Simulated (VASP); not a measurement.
Write the native input for VASP 6.6.1 that does the following.

* Task: electric field gradients
* Functional: PBE
* Potentials or basis: VASP PAW PBE potentials, release 64 (Y_sv, N)
* Cutoff: 520 eV
* k mesh: 10 × 10 × 10
* Occupations: fermi-dirac, width 0.03 eV
* Spin: no spin polarisation
* Dipole correction: no
* Further INCAR settings: ALGO = Normal; EDIFF = 1e-08; NBANDS = 15

The structure of YN lies in POSCAR:

```
YN
1.0
    0.0000000000      2.4385000000      2.4385000000
    2.4385000000      0.0000000000      2.4385000000
    2.4385000000      2.4385000000      0.0000000000
Y N
1 1
Direct
    0.0000000000      0.0000000000      0.0000000000
    0.5000000000      0.5000000000      0.5000000000
```

The input as run:

INCAR

```
PREC = Accurate
ENCUT = 520
EDIFF = 1E-8
ISMEAR = -1
SIGMA = 0.03
LREAL = F
LASPH = T
NELM = 120
ALGO = Normal
ISIF = 2
LWAVE = F
LCHARG = F
GGA = PE
LEFG = T
NBANDS = 15
GGA_COMPAT = F
```

KPOINTS

```
Automatic mesh
0
Gamma
  10 10 10
```

Potentials or basis: VASP PAW PBE potentials, release 64 (Y_sv, N).

Launch:

```bash
$ cat potpaw_PBE.64/Y_sv/POTCAR potpaw_PBE.64/N/POTCAR > POTCAR
$ mpirun -np 1 vasp_std > vasp.out
```

Results of the run:

```
Pressure               : 2.8 GPa
Band gap on the k mesh : 0.18 eV, indirect (least direct gap 0.56 eV)
```

Caveat: without QUAD_EFG the Cq values of the log hold for a quadrupole moment of 1 mb, not for the nuclei.

It took 28 s on 1 thread of Intel(R) Xeon(R) Platinum 8259CL CPU @ 2.50GHz (Skylake/Cascade Lake), with other jobs on the host, peak memory 0.19 GiB.
